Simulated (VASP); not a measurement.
# Pd (Fm-3m) in VASP: further runs

Runs on Pd. Level: PBEsol. Tasks: single point.

All numbers are computed with VASP 6.6.1; they aren't measurements. Logs are shortened: lines on timing, memory, paths and dates and some standing lists are left out, and cuts for length are marked.

### Step 1. The cell of the first run

It takes space group Fm-3m (No. 225, cubic). Conventional cell: a = 3.879 Å, b = 3.879 Å, c = 3.879 Å, α = 90.00°, β = 90.00°, γ = 90.00°. Pd (site symmetry m-3m) has 12 Pd at 2.74 Å within 3.6 Å.

### Step 2. Single point, PBEsol

Input file INCAR:

```
  ALGO = Normal
  EDIFF = 1E-6
  ENCUT = 500
  GGA = PS
  GGA_COMPAT = False
  ISIF = 2
  ISMEAR = -1
  LASPH = True
  LCHARG = False
  LREAL = False
  LWAVE = False
  NBANDS = 11
  NELM = 120
  PREC = Accurate
  SIGMA = 0.05
```

Input file KPOINTS:

```
k-points
0
Gamma
  11 11 11
```

Input file POSCAR:

```
Pd
1.0
    0.0000000000      1.9392630156      1.9392630156
    1.9392630156      0.0000000000      1.9392630156
    1.9392630156      1.9392630156      0.0000000000
Pd
1
Direct
    0.0000000000      0.0000000000      0.0000000000
```

Potentials or basis: VASP PAW PBE potentials, release 64 (Pd).

Launch:

```sh
$ cat potpaw_PBE.64/Pd/POTCAR > POTCAR
$ mpirun -np 1 vasp_std > vasp.out
```

OUTCAR:

```text
EDIFF = 1E-6
   ENCUT = 500
   GGA = PS
   ISIF = 2
   ISMEAR = -1
   LASPH = True
   LREAL = False
   NELM = 120
   PREC = Accurate

 ion  position               nearest neighbor table
   1  0.000  0.000  0.000-

  LATTYP: Found a face centered cubic cell.
 ALAT       =     3.8785260312

  Lattice vectors:

 A1 = (   0.0000000000,   1.9392630156,   1.9392630156)
 A2 = (   1.9392630156,   0.0000000000,   1.9392630156)
 A3 = (   1.9392630156,   1.9392630156,   0.0000000000)

Analysis of symmetry for initial positions (statically):
[... 33 lines left out ...]
                                     Primitive cell

  volume of cell :      14.5861

  direct lattice vectors                    reciprocal lattice vectors
     0.000000000  1.939263016  1.939263016    -0.257829905  0.257829905  0.257829905
     1.939263016  0.000000000  1.939263016     0.257829905 -0.257829905  0.257829905
     1.939263016  1.939263016  0.000000000     0.257829905  0.257829905 -0.257829905

  length of vectors
     2.742532058  2.742532058  2.742532058     0.446574496  0.446574496  0.446574496

  position of ions in fractional coordinates (direct lattice)
     0.000000000  0.000000000  0.000000000

  ion indices of the primitive-cell ions
   primitive index   ion index
                 1           1

----------------------------------------------------------------------------------------

 KPOINTS: k-points

Automatic generation of k-mesh.
 Grid dimensions read from file:
 generate k-points for:   11   11   11

 Generating k-lattice:

  Cartesian coordinates                     Fractional coordinates (reciprocal lattice)
    -0.023439082  0.023439082  0.023439082     0.090909091  0.000000000  0.000000000
     0.023439082 -0.023439082  0.023439082     0.000000000  0.090909091  0.000000000
     0.023439082  0.023439082 -0.023439082     0.000000000  0.000000000  0.090909091

  Length of vectors
     0.040597681  0.040597681  0.040597681

  Shift w.r.t. Gamma in fractional coordinates (k-lattice)
     0.000000000  0.000000000  0.000000000

 Subroutine IBZKPT returns following result:
 ===========================================

 Found     56 irreducible k-points:

 Following reciprocal coordinates:
            Coordinates               Weight
  0.000000  0.000000  0.000000      1.000000
  0.090909  0.000000  0.000000      8.000000
  0.181818  0.000000  0.000000      8.000000
  0.272727  0.000000  0.000000      8.000000
  0.363636  0.000000  0.000000      8.000000
  0.454545  0.000000  0.000000      8.000000
[... 16 lines left out ...]
 -0.272727  0.181818  0.000000     24.000000
 -0.181818  0.181818  0.000000     12.000000
 [... further k-points ...]
   k-points           NKPTS =     56   k-points in BZ     NKDIM =     56   number of bands    NBANDS=     11
   number of dos      NEDOS =    301   number of ions     NIONS =      1
   total plane-waves  NPLWV =   8000
   dimension x,y,z NGX =    20 NGY =   20 NGZ =   20
   dimension x,y,z NGXF=    40 NGYF=   40 NGZF=   40
   ions per type =               1
   NGX,Y,Z   is equivalent  to a cutoff of  12.12, 12.12, 12.12 a.u.
   NGXF,Y,Z  is equivalent  to a cutoff of  24.25, 24.25, 24.25 a.u.
 SYSTEM =  unknown system
   PREC   = accura    normal or accurate (medium, high low for compatibility)
   ISTART =      0    job   : 0-new  1-cont  2-samecut
   ICHARG =      2    charge: 1-file 2-atom 10-const
   ISPIN  =      1    spin polarized calculation?
   LNONCOLLINEAR =      F non collinear calculations
   LSORBIT =      F    spin-orbit coupling
   LASPH  =      T    aspherical Exc in radial PAW
   ENCUT  =  500.0 eV  36.75 Ry    6.06 a.u.   5.00  5.00  5.00*2*pi/ulx,y,z
   NELM   =    120;   NELMIN=  2; NELMDL= -5     # of ELM steps
   EDIFF  = 0.1E-05   stopping-criterion for ELM
   LREAL  =      F    real-space projection
   EDIFFG = 0.1E-04   stopping-criterion for IOM
   NSW    =      0    number of steps for IOM
   IBRION =     -1    ionic relax: 0-MD 1-quasi-New 2-CG
   NFREE  =      0    steps in history (QN), initial steepest desc. (CG)
   ISIF   =      2    stress and relaxation
   ISYM   =      2    0-nonsym 1-usesym 2-fastsym
   POTIM  = 0.5000    time-step for ionic-motion
   TEBEG  =    0.0;   TEEND  =   0.0 temperature during run
   PSTRESS=    0.0 pullay stress
   NELECT =      10.0000    total number of electrons
   NUPDOWN=      -1.0000    fix difference up-down
   EMIN   =  10.00;   EMAX   =-10.00  energy-range for DOS
   EFERMI =   0.00;   METHOD = LEGACY
   ISMEAR =    -1;   SIGMA  =   0.05  broadening in eV -4-tet -1-fermi 0-gaus
   EFERMI_NEDOS =   21; number of points for ismear=-14 and -15
   IALGO  =     38    algorithm
   IMIX   =      4    mixing-type and parameters
     AMIX     =   0.40;   BMIX     =  1.00
     AMIX_MAG =   1.60;   BMIX_MAG =  1.00
  volume/ion in A,a.u.               =      14.59        98.43
  Fermi-wavevector in a.u.,A,eV,Ry     =   1.443538  2.727891 28.351833  2.083801
  Thomas-Fermi vector in A             =   2.561934
   LORBIT       =      0    0 simple, 1 ext, 2 COOP (PROOUT), +10 PAW based schemes
   GGA     = PS    functional components
   LHFCALC =     F    Hartree Fock is set to
   AEXX    =    0.0000 exact exchange contribution
   IVDW    =     0    specifies the selected vdW correction
   LEPSILON=     F    determine dielectric tensor
   LRPA    =     F    only Hartree local field effects (RPA)
 non-spin polarized calculation
  energy-cutoff  :      500.00
  volume of cell :       14.59
 maximum number of plane-waves:       378
   NGX =  9   NGY =  9   NGZ =  9

 number of electron      10.0000001 magnetization

 Free energy of the ion-electron system (eV)
  ---------------------------------------------------
  ext. energy  EPLUGINS =         0.00000000
  ---------------------------------------------------
  free energy    TOTEN  =        -5.95480245 eV

  energy without entropy =       -5.93356155  energy(sigma->0) =       -5.94418200

 E-fermi :   9.8440     XC(G=0): -13.4482

 val. band max:        9.8224146525   @ k =  -0.4545   0.3636   0.0909
 cond. band min:       9.8540163816   @ k =   0.4545   0.1818   0.0000
 fundamental gap:      0.0316017290
 Fermi energy:         9.8440440138

 k-point     1 :       0.0000    0.0000    0.0000
  band No.  band energies     occupation
      1       2.4831      2.00000
      2       6.9156      2.00000
      3       6.9156      2.00000
      4       6.9156      2.00000
      5       8.5773      2.00000
      6       8.5773      2.00000
      7      26.9423      0.00000
      8      31.7750      0.00000
      9      31.7750      0.00000
     10      31.7750      0.00000
     11      35.8981      0.00000

 k-point     2 :       0.0909    0.0000    0.0000
  band No.  band energies     occupation
      1       2.7828      2.00000
      2       6.8115      2.00000
      3       7.0173      2.00000
      4       7.0173      2.00000
      5       8.5308      2.00000
      6       8.5308      2.00000
      7      27.2469      0.00000
      8      30.0610      0.00000
      9      32.1245      0.00000
     10      32.1245      0.00000
     11      35.9727      0.00000

 k-point     3 :       0.1818    0.0000    0.0000
  band No.  band energies     occupation
      1       3.5733      2.00000
      2       6.6593      2.00000
      3       7.2020      2.00000
      4       7.2020      2.00000
      5       8.5238      2.00000
      6       8.5238      2.00000
      7      26.6856      0.00000
      8      28.2135      0.00000
      9      33.0042      0.00000
     10      33.0042      0.00000
     11      35.8661      0.00000

 k-point     4 :       0.2727    0.0000    0.0000
  band No.  band energies     occupation
      1       4.3344      2.00000
      2       7.0643      2.00000
      3       7.1892      2.00000
      4       7.1892      2.00000
      5       8.8387      2.00000
      6       8.8387      2.00000
      7      23.5354      0.00000
      8      27.8476      0.00000
      9      33.4719      0.00000
     10      33.4719      0.00000
     11      35.7480      0.00000

 k-point     5 :       0.3636    0.0000    0.0000
  band No.  band energies     occupation
      1       4.4782      2.00000
      2       7.0175      2.00000
      3       7.0175      2.00000
      4       8.5889      2.00000
      5       9.3673      1.99986
      6       9.3673      1.99986
      7      20.2249      0.00000
      8      26.9654      0.00000
      9      32.1640      0.00000
     10      32.1640      0.00000
     11      36.5499      0.00000
[... 211 lines left out ...]
 k-point    21 :      -0.4545    0.1818    0.0000
  band No.  band energies     occupation
      1       5.0478      2.00000
      2       6.3374      2.00000
      3       7.5436      2.00000
      4       7.6388      2.00000
      5       9.7476      1.74640
      6      13.7982      0.00000
      7      17.2102      0.00000
      8      25.5726      0.00000
      9      28.8218      0.00000
     10      28.8747      0.00000
     11      35.9895      0.00000

 k-point    22 :      -0.3636    0.1818    0.0000
  band No.  band energies     occupation
      1       5.1887      2.00000
      2       6.4406      2.00000
      3       7.5037      2.00000
      4       7.5219      2.00000
      5       9.2395      1.99999
      6      12.8991      0.00000
      7      18.7354      0.00000
      8      25.0590      0.00000
      9      28.7564      0.00000
     10      30.5039      0.00000
     11      35.9797      0.00000

 k-point    23 :      -0.2727    0.1818    0.0000
  band No.  band energies     occupation
      1       5.3633      2.00000
      2       6.5356      2.00000
      3       6.9115      2.00000
      4       7.6430      2.00000
      5       8.5319      2.00000
      6      11.2724      0.00000
      7      21.9410      0.00000
      8      25.0856      0.00000
      9      29.4752      0.00000
     10      32.8550      0.00000
     11      34.4172      0.00000

 k-point    24 :      -0.1818    0.1818    0.0000
  band No.  band energies     occupation
      1       4.9919      2.00000
      2       6.2094      2.00000
      3       7.1170      2.00000
      4       7.8460      2.00000
      5       7.9023      2.00000
      6       9.9769      0.13118
      7      24.9028      0.00000
      8      25.8840      0.00000
      9      31.0104      0.00000
     10      32.3767      0.00000
     11      34.9812      0.00000

 [... further k-points ...]

------------------------ aborting loop because EDIFF is reached ----------------------------------------

  FORCE on cell =-STRESS in cart. coord.  units (eV):
  Direction    XX          YY          ZZ          XY          YZ          ZX
  --------------------------------------------------------------------------------------
  -------------------------------------------------------------------------------------
  Total       -0.0266857     -0.0266857     -0.0266857      0.0000000      0.0000000     -0.0000000
  in kB       -2.9312269     -2.9312269     -2.9312269      0.0000000      0.0000000     -0.0000000
  external PRESSURE =      -2.9312269 kB  Pullay stress =       0.0000000 kB

 VOLUME and BASIS-vectors are now :
 -----------------------------------------------------------------------------
  energy-cutoff  :      500.00
  volume of cell :       14.59
      direct lattice vectors                 reciprocal lattice vectors
     0.000000000  1.939263016  1.939263016    -0.257829905  0.257829905  0.257829905
     1.939263016  0.000000000  1.939263016     0.257829905 -0.257829905  0.257829905
     1.939263016  1.939263016  0.000000000     0.257829905  0.257829905 -0.257829905

 POSITION                                       TOTAL-FORCE (eV/Angst)
 -----------------------------------------------------------------------------------
      0.00000      0.00000      0.00000         0.000000      0.000000      0.000000
 -----------------------------------------------------------------------------------
    total drift:                               -0.000000     -0.000000     -0.000000

  FREE ENERGIE OF THE ION-ELECTRON SYSTEM (eV)
  ---------------------------------------------------
  free  energy   TOTEN  =        -5.9548024533 eV

  energy  without entropy=       -5.9335615547  energy(sigma->0) =       -5.94418200
```

Run time: 8.4 s. Hardware: 1 thread of AMD EPYC 7R43 (Zen 3), shared host; peak memory 0.09 GiB.

Results:

```yaml
Free_energy: -5.9548 eV
Pressure: -0.3 GPa
Band_gap_on_the_k_mesh: zero (band 5 reaches 10.06 eV, above the bottom of band 6 at 8.52 eV)
```

Levels at points of the mesh, in eV from the Fermi level:
| k point | band 3 | band 4 | band 5 | band 6 | band 7 | band 8 |
| --- | --- | --- | --- | --- | --- | --- |
| (0.00, 0.00, 0.00) | -2.93 | -2.93 | -1.27 | -1.27 | 17.10 | 21.93 |

Caveat: the PAW data sets were made with another functional, which shifts forces and pressure a little.

### Step 3. Single point, PBEsol

This run uses another cell than the first one, of 14.37 Å³/atom, 0.985 times its volume.

Input file INCAR:

```
PREC = Accurate
ENCUT = 500
EDIFF = 1E-6
ISMEAR = -1
SIGMA = 0.05
LREAL = False
LASPH = True
NELM = 120
ALGO = Normal
ISIF = 2
LWAVE = False
LCHARG = False
GGA = PS
NBANDS = 11
GGA_COMPAT = False
```

Input file KPOINTS:

```
Automatic mesh
0
Gamma
  11 11 11
```

Input file POSCAR:

```
Pd
1.0
    0.0000000000      1.9295178109      1.9295178109
    1.9295178109      0.0000000000      1.9295178109
    1.9295178109      1.9295178109      0.0000000000
Pd
1
Direct
    0.0000000000      0.0000000000      0.0000000000
```

Potentials or basis: VASP PAW PBE potentials, release 64 (Pd).

Launch:

```sh
$ cat potpaw_PBE.64/Pd/POTCAR > POTCAR
$ mpirun -np 1 vasp_std > vasp.out
```

It took 10 s on 1 thread of AMD EPYC 7R43 (Zen 3), shared host; peak memory 0.09 GiB.

The run converged. Its results:

* Free energy: -5.9530 eV
* Pressure: 2.9 GPa
* Band gap on the k mesh: zero (band 5 reaches 10.33 eV, above the bottom of band 6 at 8.75 eV)

Levels at points of the mesh, in eV from the Fermi level:
```csv
k point,band 1,band 2,band 3,band 4,band 5,band 6,band 7,band 8,band 9,band 10
"(0.00, 0.00, 0.00)",-7.48,-3.00,-3.00,-3.00,-1.30,-1.30,17.10,22.02,22.02,22.02
```

Caveat: the PAW data sets were made with another functional, which shifts forces and pressure a little.

[end of part 1 of 2]
